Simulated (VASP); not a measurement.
# Ru2C: relaxation of cell and atoms with PBE

The system is Ru2C.

```xyz
6
Lattice="0.0000 3.3987 3.3987 3.3987 0.0000 3.3987 3.3987 3.3987 0.0000" Properties=species:S:1:pos:R:3 pbc="T T T"
Ru    4.2484    4.2484    4.2484
Ru    4.2484    2.5490    2.5490
Ru    2.5490    2.5490    4.2484
Ru    2.5490    4.2484    2.5490
C     0.0000    0.0000    0.0000
C     1.6994    1.6994    1.6994
```

```
Program                : VASP 6.6.1
Task                   : relaxation of cell and atoms
Functional             : PBE
Potentials or basis    : VASP PAW PBE potentials, release 64 (Ru_pv, C)
Cutoff                 : 600 eV
k mesh                 : 4 × 4 × 4
Occupations            : gaussian, width 0.1 eV
Spin                   : no spin polarisation
Dipole correction      : no
Further INCAR settings : ALGO = Normal; EDIFF = 1e-07; IBRION = 2; EDIFFG = -0.04; NSW = 90; ISIF = 3
```

```
Relaxed volume                         : 14.24 Å³/atom
Relaxed cell                           : a = 4.943 Å, b = 4.943 Å, c = 4.943 Å, α = 60.00°, β = 60.00°, γ = 60.00°
Space group after relaxing (to 0.05 Å) : Fd-3m (No. 227)
Energy gained by relaxing              : 63.0 meV/atom
Ionic steps                            : 4
Pressure after relaxing                : -0.1 GPa
Band gap on the k mesh                 : zero (band 32 reaches 8.78 eV, above the bottom of band 33 at 8.49 eV)
```

The path:
```tsv
step	energy change (eV)	largest force (eV/Å)	pressure (GPa)	volume (Å³)
1	0.0000	0.0000	19.06	78.52
2	0.4148	0.0000	-18.37	97.57
3	-0.3773	0.0000	-0.55	85.64
4	-0.3777	0.0000	-0.06	85.42
```

Final structure:
```
CELL_PARAMETERS angstrom
0.00000 3.49548 3.49548
3.49548 0.00000 3.49548
3.49548 3.49548 0.00000
ATOMIC_POSITIONS crystal
Ru 0.62500 0.62500 0.62500
Ru 0.12500 0.62500 0.62500
Ru 0.62500 0.62500 0.12500
Ru 0.62500 0.12500 0.62500
C 0.00000 0.00000 0.00000
C 0.25000 0.25000 0.25000
```

Levels at points of the mesh, in eV from the Fermi level:
| k point | band 27 | band 28 | band 29 | band 30 | band 31 | band 32 | band 33 | band 34 | band 35 | band 36 |
| --- | --- | --- | --- | --- | --- | --- | --- | --- | --- | --- |
| (0.00, 0.00, 0.00) | -0.21 | 0.11 | 0.11 | 0.11 | 0.17 | 0.17 | 0.17 | 0.36 | 0.36 | 1.38 |
| (0.50, 0.00, 0.00) | -2.31 | -1.43 | -1.43 | -0.25 | -0.25 | 0.01 | 0.11 | 0.28 | 0.28 | 0.45 |
| (0.50, 0.50, 0.00) | -1.88 | -1.88 | -1.70 | -1.70 | -1.32 | -1.32 | -0.06 | -0.06 | 0.27 | 0.27 |

Run time: 2.8 min on 1 thread of Intel Xeon 6975P-C (shared host), peak memory 0.26 GiB.

Caveat: the k points lie up to 0.39 Å⁻¹ apart in the final cell.
